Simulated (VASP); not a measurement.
# Ag (Fm-3m) in VASP: notebook

Runs on Ag. Level: PBE. Tasks: relaxation of cell and atoms.

Everything below comes from runs of VASP 6.6.1. Logs are shortened: lines on timing, memory, paths and dates and some standing lists are left out, and cuts for length are marked.

## Step 1: The cell of the first run

The structure is cubic, space group Fm-3m (No. 225). The conventional cell has a = 4.178 Å, b = 4.178 Å, c = 4.178 Å, α = 90.00°, β = 90.00°, γ = 90.00°. Within 3.9 Å of Ag (site symmetry m-3m) lie 12 Ag at 2.95 Å.

## Step 2: Relaxation of cell and atoms, PBE, target pressure -1.8 GPa, at which the enthalpy is minimised

INCAR

```
PREC = Accurate ; ENCUT = 600
EDIFF = 1E-6 ; ISMEAR = -1
SIGMA = 0.05 ; LREAL = F
LASPH = T ; NELM = 100
ALGO = Normal ; ISIF = 3
LWAVE = F ; LCHARG = F
GGA = PE ; IBRION = 2
NSW = 60 ; EDIFFG = -0.005
PSTRESS = -18.0
```

KPOINTS

```
regular mesh
0
Gamma
  16 16 16
```

POSCAR

```
Ag
1.0
    0.0000000000      2.0891013017      2.0891013017
    2.0891013017      0.0000000000      2.0891013017
    2.0891013017      2.0891013017      0.0000000000
Ag
1
Direct
    0.0000000000      0.0000000000      0.0000000000
```

Potentials or basis: VASP PAW PBE potentials, release 64 (Ag).

Launch:

```bash
$ cat potpaw_PBE.64/Ag/POTCAR > POTCAR
$ mpirun -np 1 vasp_std > vasp.out
```

OUTCAR:

```text
PREC = Accurate
   ENCUT = 600
   EDIFF = 1E-6
   ISMEAR = -1
   LREAL = F
   LASPH = T
   NELM = 100
   ISIF = 3
   GGA = PE
   IBRION = 2
   NSW = 60
   EDIFFG = -0.005
   PSTRESS = -18.0

 ion  position               nearest neighbor table
   1  0.000  0.000  0.000-

  LATTYP: Found a face centered cubic cell.
 ALAT       =     4.1782026034

  Lattice vectors:

 A1 = (   0.0000000000,   2.0891013017,   2.0891013017)
 A2 = (   2.0891013017,   0.0000000000,   2.0891013017)
 A3 = (   2.0891013017,   2.0891013017,   0.0000000000)

Analysis of symmetry for initial positions (statically):
=====================================================================
 Subroutine PRICEL returns:
 Original cell was already a primitive cell.

 Routine SETGRP: Setting up the symmetry group for a
 face centered cubic supercell.

 Subroutine GETGRP returns: Found 48 space group operations
 (whereof 48 operations were pure point group operations)
 out of a pool of 48 trial point group operations.

The static configuration has the point symmetry O_h .

Analysis of symmetry for dynamics (positions and initial velocities):
=====================================================================
 Subroutine PRICEL returns:
 Original cell was already a primitive cell.

 Routine SETGRP: Setting up the symmetry group for a
 face centered cubic supercell.

 Subroutine GETGRP returns: Found 48 space group operations
 (whereof 48 operations were pure point group operations)
 out of a pool of 48 trial point group operations.

The dynamic configuration has the point symmetry O_h .

 Subroutine INISYM returns: Found 48 space group operations
 (whereof 48 operations are pure point group operations),
 and found     1 'primitive' translations

----------------------------------------------------------------------------------------

                                     Primitive cell

  volume of cell :      18.2351

  direct lattice vectors                    reciprocal lattice vectors
     0.000000000  2.089101302  2.089101302    -0.239337365  0.239337365  0.239337365
     2.089101302  0.000000000  2.089101302     0.239337365 -0.239337365  0.239337365
     2.089101302  2.089101302  0.000000000     0.239337365  0.239337365 -0.239337365

  length of vectors
[... 137 lines left out ...]
  in kB      -19.5469415    -19.5469415    -19.5469415      0.0000000      0.0000000     -0.0000000
  external PRESSURE =      -1.5469415 kB  Pullay stress =     -18.0000000 kB

 VOLUME and BASIS-vectors are now :
 -----------------------------------------------------------------------------
  energy-cutoff  :      600.00
  volume of cell :       18.24
      direct lattice vectors                 reciprocal lattice vectors
     0.000000000  2.089101302  2.089101302    -0.239337365  0.239337365  0.239337365
     2.089101302  0.000000000  2.089101302     0.239337365 -0.239337365  0.239337365
     2.089101302  2.089101302  0.000000000     0.239337365  0.239337365 -0.239337365

 POSITION                                       TOTAL-FORCE (eV/Angst)
 -----------------------------------------------------------------------------------
      0.00000      0.00000      0.00000         0.000000      0.000000      0.000000
 -----------------------------------------------------------------------------------
    total drift:                               -0.000000      0.000000      0.000000

  FREE ENERGIE OF THE ION-ELECTRON SYSTEM (eV)
  ---------------------------------------------------
  free  energy   TOTEN  =        -2.7175281397 eV

  energy  without entropy=       -2.7152193349  energy(sigma->0) =       -2.71637374

  enthalpy is  TOTEN    =        -2.9223943894 eV   P V=       -0.2048662498

--------------------------------------- Ionic step        2  -------------------------------------------

 number of electron      11.0000001 magnetization

 Free energy of the ion-electron system (eV)
  ---------------------------------------------------
  ext. energy  EPLUGINS =         0.00000000
  ---------------------------------------------------
  free energy    TOTEN  =        -2.71806599 eV

  energy without entropy =       -2.71574895  energy(sigma->0) =       -2.71690747

 E-fermi :   7.5263     XC(G=0): -11.8281

 val. band max:        7.5251754568   @ k =   0.5000   0.0625   0.0000
 cond. band min:       7.6256859348   @ k =   0.4375   0.3750   0.0000
 fundamental gap:      0.1005104781
 Fermi energy:         7.5262888590

 k-point     1 :       0.0000    0.0000    0.0000
  band No.  band energies     occupation
      1       0.2584      2.00000
      2       2.9819      2.00000
      3       2.9819      2.00000
      4       2.9819      2.00000
      5       3.9032      2.00000
      6       3.9032      2.00000
      7      23.4336      0.00000
      8      26.6296      0.00000
      9      26.6296      0.00000
[... 265 lines left out ...]
 k-point    24 :      -0.0625    0.0625    0.0000
  band No.  band energies     occupation
      1       0.5632      2.00000
      2       2.9065      2.00000
      3       3.0540      2.00000
      4       3.0801      2.00000
      5       3.8336      2.00000
      6       3.9222      2.00000
      7      23.3317      0.00000
      8      24.6429      0.00000
      9      25.9805      0.00000

 [... further k-points ...]
[... 5 lines left out ...]
  --------------------------------------------------------------------------------------
  -------------------------------------------------------------------------------------
  Total       -0.1999902     -0.1999902     -0.1999902      0.0000000      0.0000000      0.0000000
  in kB      -17.6164297    -17.6164297    -17.6164297      0.0000000      0.0000000      0.0000000
  external PRESSURE =       0.3835703 kB  Pullay stress =     -18.0000000 kB

 VOLUME and BASIS-vectors are now :
 -----------------------------------------------------------------------------
  energy-cutoff  :      600.00
  volume of cell :       18.19
      direct lattice vectors                 reciprocal lattice vectors
     0.000000000  2.087326857  2.087326857    -0.239540826  0.239540826  0.239540826
     2.087326857  0.000000000  2.087326857     0.239540826 -0.239540826  0.239540826
     2.087326857  2.087326857 -0.000000000     0.239540826  0.239540826 -0.239540826

 POSITION                                       TOTAL-FORCE (eV/Angst)
 -----------------------------------------------------------------------------------
      0.00000      0.00000      0.00000         0.000000      0.000000     -0.000000
 -----------------------------------------------------------------------------------
    total drift:                               -0.000000      0.000000      0.000000

  FREE ENERGIE OF THE ION-ELECTRON SYSTEM (eV)
  ---------------------------------------------------
  free  energy   TOTEN  =        -2.7180659913 eV

  energy  without entropy=       -2.7157489546  energy(sigma->0) =       -2.71690747

  enthalpy is  TOTEN    =        -2.9224106553 eV   P V=       -0.2043446640

 reached required accuracy - stopping structural energy minimisation
```

OSZICAR:

```text
N       E                     dE             d eps       ncg     rms          rms(c)
DAV:   1     0.499040954439E+02    0.49904E+02   -0.61979E+03  2650   0.123E+03
DAV:   2    -0.252435873843E+01   -0.52428E+02   -0.49696E+02  2683   0.217E+02
DAV:   3    -0.295030291737E+01   -0.42594E+00   -0.42582E+00  3127   0.247E+01
DAV:   4    -0.295121465457E+01   -0.91174E-03   -0.91172E-03  3005   0.105E+00
DAV:   5    -0.295122054670E+01   -0.58921E-05   -0.58932E-05  2959   0.770E-02    0.438E+00
DAV:   6    -0.272547846431E+01    0.22574E+00   -0.11284E+00  2652   0.114E+01    0.295E+00
DAV:   7    -0.271978525937E+01    0.56932E-02   -0.68423E-03  2770   0.954E-01    0.169E+00
DAV:   8    -0.271751151462E+01    0.22737E-02   -0.72359E-04  2694   0.291E-01    0.556E-02
DAV:   9    -0.271752188934E+01   -0.10375E-04   -0.78542E-06  3113   0.267E-02    0.134E-02
DAV:  10    -0.271752834536E+01   -0.64560E-05   -0.41283E-06  2807   0.264E-02    0.304E-03
DAV:  11    -0.271752813966E+01    0.20570E-06   -0.74531E-08  1362   0.300E-03
   1 F= -.29223944E+01 E0= -.29212400E+01  d E =-.292239E+01
       N       E                     dE             d eps       ncg     rms          rms(c)
DAV:   1    -0.271909156258E+01   -0.15632E-02   -0.18930E-02  2655   0.169E+00    0.211E-01
DAV:   2    -0.271808492095E+01    0.10066E-02   -0.47116E-03  2649   0.741E-01    0.633E-02
DAV:   3    -0.271806814293E+01    0.16778E-04   -0.38292E-05  2674   0.620E-02    0.421E-02
DAV:   4    -0.271806603288E+01    0.21101E-05   -0.80215E-06  2762   0.268E-02    0.230E-03
DAV:   5    -0.271806599134E+01    0.41535E-07   -0.80168E-08  1354   0.305E-03
   2 F= -.29224107E+01 E0= -.29212521E+01  d E =-.162659E-04
```

CONTCAR:

```text
Ag
   1.00000000000000
     0.0000000000000000    2.0873268569378594    2.0873268569378594
     2.0873268569378594    0.0000000000000000    2.0873268569378594
     2.0873268569378594    2.0873268569378594   -0.0000000000000000
  Ag
     1
Direct
     0.0000000000000000    0.0000000000000000    0.0000000000000000

  0.00000000E+00  0.00000000E+00  0.00000000E+00
```

It took 17 s on 1 thread of Intel Xeon Platinum 8488C (Sapphire Rapids), shared host; peak memory 0.16 GiB.

What came out:

| Item | Value |
| --- | --- |
| Free energy | -2.7181 eV |
| Relaxed volume | 18.19 Å³/atom |
| Relaxed cell | a = 2.952 Å, b = 2.952 Å, c = 2.952 Å, α = 60.00°, β = 60.00°, γ = 60.00° |
| Space group after relaxing (to 0.05 Å) | Fm-3m (No. 225) |
| Energy change on relaxing (the enthalpy is what falls) | -0.5 meV/atom |
| Ionic steps | 2 |
| Pressure after relaxing | -1.8 GPa |

The path:
| step | energy change (eV) | largest force (eV/Å) | pressure (GPa) | volume (Å³) |
| --- | --- | --- | --- | --- |
| 1 | 0.0000 | 0.0000 | -1.95 | 18.24 |
| 2 | -0.0005 | 0.0000 | -1.76 | 18.19 |

Final structure:
```
Ag
1.0
     0.00000    2.08733    2.08733
     2.08733    0.00000    2.08733
     2.08733    2.08733    0.00000
Ag
1
Cartesian
  0.0000 0.0000 0.0000
```

Caveat: the cell is relaxed towards a set pressure, so the enthalpy falls and the energy may rise.

## Step 3: Relaxation of cell and atoms, PBE, target pressure -1.8 GPa, at which the enthalpy is minimised

INCAR

```
PREC = Accurate
ENCUT = 600
EDIFF = 1E-6
ISMEAR = -1
SIGMA = 0.05
LREAL = F
LASPH = T
NELM = 80
ALGO = Normal
ISIF = 3
LWAVE = F
LCHARG = F
GGA = PE
IBRION = 2
NSW = 32
EDIFFG = -0.005
PSTRESS = -18.0
```

KPOINTS

```
Automatic mesh
0
Gamma
  16 16 16
```

POSCAR

```
Ag
1.0
    0.0000000000      2.0884433052      2.0884433052
    2.0884433052      0.0000000000      2.0884433052
    2.0884433052      2.0884433052      0.0000000000
Ag
1
Direct
    0.0000000000      0.0000000000      0.0000000000
```

Potentials or basis: VASP PAW PBE potentials, release 64 (Ag).

Launch:

```bash
$ cat potpaw_PBE.64/Ag/POTCAR > POTCAR
$ mpirun -np 1 vasp_std > vasp.out
```

OUTCAR:

```text
PREC = Accurate
   ENCUT = 600
   EDIFF = 1E-6
   ISMEAR = -1
   LREAL = F
   LASPH = T
   NELM = 80
   ISIF = 3
   GGA = PE
   IBRION = 2
   NSW = 32
   EDIFFG = -0.005
   PSTRESS = -18.0

 ion  position               nearest neighbor table
   1  0.000  0.000  0.000-

  LATTYP: Found a face centered cubic cell.
 ALAT       =     4.1768866104

  Lattice vectors:

 A1 = (   0.0000000000,   2.0884433052,   2.0884433052)
 A2 = (   2.0884433052,   0.0000000000,   2.0884433052)
 A3 = (   2.0884433052,   2.0884433052,   0.0000000000)

Analysis of symmetry for initial positions (statically):
=====================================================================
 Subroutine PRICEL returns:
 Original cell was already a primitive cell.

 Routine SETGRP: Setting up the symmetry group for a
 face centered cubic supercell.

 Subroutine GETGRP returns: Found 48 space group operations
 (whereof 48 operations were pure point group operations)
 out of a pool of 48 trial point group operations.

The static configuration has the point symmetry O_h .

Analysis of symmetry for dynamics (positions and initial velocities):
=====================================================================
[... 207 lines left out ...]
 fundamental gap:      0.1001932646
 Fermi energy:         7.5227793154

 k-point     1 :       0.0000    0.0000    0.0000
  band No.  band energies     occupation
      1       0.2568      2.00000
      2       2.9793      2.00000
      3       2.9793      2.00000
      4       2.9793      2.00000
      5       3.9001      2.00000
      6       3.9001      2.00000
      7      23.4292      0.00000
      8      26.6236      0.00000
      9      26.6236      0.00000
[... 265 lines left out ...]
 k-point    24 :      -0.0625    0.0625    0.0000
  band No.  band energies     occupation
      1       0.5615      2.00000
      2       2.9039      2.00000
      3       3.0514      2.00000
      4       3.0775      2.00000
      5       3.8305      2.00000
      6       3.9191      2.00000
      7      23.3269      0.00000
      8      24.6368      0.00000
      9      25.9743      0.00000

 [... further k-points ...]
[... 5 lines left out ...]
  --------------------------------------------------------------------------------------
  -------------------------------------------------------------------------------------
  Total       -0.2040095     -0.2040095     -0.2040095     -0.0000000     -0.0000000     -0.0000000
  in kB      -17.9653987    -17.9653987    -17.9653987     -0.0000000     -0.0000000     -0.0000000
  external PRESSURE =       0.0346013 kB  Pullay stress =     -18.0000000 kB

 VOLUME and BASIS-vectors are now :
 -----------------------------------------------------------------------------
  energy-cutoff  :      600.00
  volume of cell :       18.19
      direct lattice vectors                 reciprocal lattice vectors
     0.000000000  2.087523625  2.087523625    -0.239518247  0.239518247  0.239518247
     2.087523625  0.000000000  2.087523625     0.239518247 -0.239518247  0.239518247
     2.087523625  2.087523625  0.000000000     0.239518247  0.239518247 -0.239518247

 POSITION                                       TOTAL-FORCE (eV/Angst)
 -----------------------------------------------------------------------------------
      0.00000      2.08752      2.08752         0.000000      0.000000      0.000000
 -----------------------------------------------------------------------------------
    total drift:                               -0.000000     -0.000000      0.000000

  FREE ENERGIE OF THE ION-ELECTRON SYSTEM (eV)
  ---------------------------------------------------
  free  energy   TOTEN  =        -2.7179987242 eV

  energy  without entropy=       -2.7156825107  energy(sigma->0) =       -2.71684062

  enthalpy is  TOTEN    =        -2.9224011832 eV   P V=       -0.2044024590

 reached required accuracy - stopping structural energy minimisation
```

It took 17 s on 1 thread of Intel Xeon Platinum 8488C (Sapphire Rapids), shared host; peak memory 0.17 GiB.

Results:

* Free energy: -2.7180 eV
* Relaxed volume: 18.19 Å³/atom
* Relaxed cell: a = 2.952 Å, b = 2.952 Å, c = 2.952 Å, α = 60.00°, β = 60.00°, γ = 60.00°
* Space group after relaxing (to 0.05 Å): Fm-3m (No. 225)
* Energy change on relaxing (the enthalpy is what falls): -0.3 meV/atom
* Ionic steps: 2
* Pressure after relaxing: -1.8 GPa

The path:
| step | energy change (eV) | largest force (eV/Å) | pressure (GPa) | volume (Å³) |
| --- | --- | --- | --- | --- |
| 1 | 0.0000 | 0.0000 | -1.88 | 18.22 |
| 2 | -0.0003 | 0.0000 | -1.80 | 18.19 |

Final structure:
```
Ag
1.0
     0.00000    2.08752    2.08752
     2.08752    0.00000    2.08752
     2.08752    2.08752    0.00000
Ag
1
Direct
  0.00000 0.00000 0.00000
```

Caveat: the cell is relaxed towards a set pressure, so the enthalpy falls and the energy may rise.
